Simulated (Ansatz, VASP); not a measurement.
Sc: VASP beside Ansatz

Contents of INCAR:

```
SYSTEM = Sc
PREC = Accurate
ENCUT = 600
EDIFF = 1E-6
ISMEAR = -1
SIGMA = 0.05
LREAL = .FALSE.
LASPH = .TRUE.
NELM = 80
ALGO = Normal
ISIF = 3
LWAVE = .FALSE.
LCHARG = .FALSE.
GGA = PS
IBRION = 2
NSW = 60
EDIFFG = -0.01
```

Contents of KPOINTS:

```
Automatic mesh
0
G
  10 10 10
  0 0 0
```

POSCAR

```
Sc
1.0
    0.0000000000      2.2600000000      2.2600000000
    2.2600000000      0.0000000000      2.2600000000
    2.2600000000      2.2600000000      0.0000000000
Sc
1
Direct
    0.0000000000      0.0000000000      0.0000000000
```

The input input.yaml:

```yaml
crystal:
  lattice:
    - [0.0, 2.26, 2.26]
    - [2.26, 0.0, 2.26]
    - [2.26, 2.26, 0.0]
  atoms:
    - { symbol: Sc, position: [0.0, 0.0, 0.0] }
hamiltonian:
  xc: pbesol
  pseudopotentials: { kind: paw }
kpoints:
  mp_grid: { grid: [10, 10, 10] }
scf:
  occupations: { method: fermi_dirac, width: 0.05 }
output:
  forces: true
  stress: true
  eigenvalues: true
  write_density: true
  write_potential: true
  elf: true
  volumetric_format: npy
relax:
  f_tol: 0.01
  max_steps: 40
  cell: { stress_tol: 0.05 }
```

Alike in both runs: task relaxation of cell and atoms; functional PBEsol; k mesh 10 × 10 × 10; occupations fermi-dirac, width 0.05 eV; no spin polarisation.

|  | VASP | Ansatz |
| --- | --- | --- |
| version | VASP 6.6.1 | Ansatz 0.2.0 |
| potentials or method | VASP PAW PBE potentials, release 64 (Sc_sv) | Ansatz PAW |
| plane-wave cutoff (eV) | 600 | 420 |
| valence electrons in the cell | 11 | 11 |

VASP gave:

| Quantity | Value |
| --- | --- |
| gap on the k mesh at the Fermi level, each at its own relaxed structure (eV) | none |
| relaxed volume (Å³/atom) | 23.64 |
| relaxed cell length with the largest relative difference (Å) | 3.221 |

Problem. Estimate Ansatz's values.

Solution. gap on the k mesh at the Fermi level, each at its own relaxed structure (eV): none; relaxed volume (Å³/atom): 23.61; relaxed cell length with the largest relative difference (Å): 3.220.

VASP's potentials were made for PBE, not for PBEsol. A gap of «none» marks a metal or a gap that the smearing closes.

Noted on Ansatz's run: the plane-wave basis is chosen anew once the cell has moved, so the energies of steps on either side of that aren't comparable.
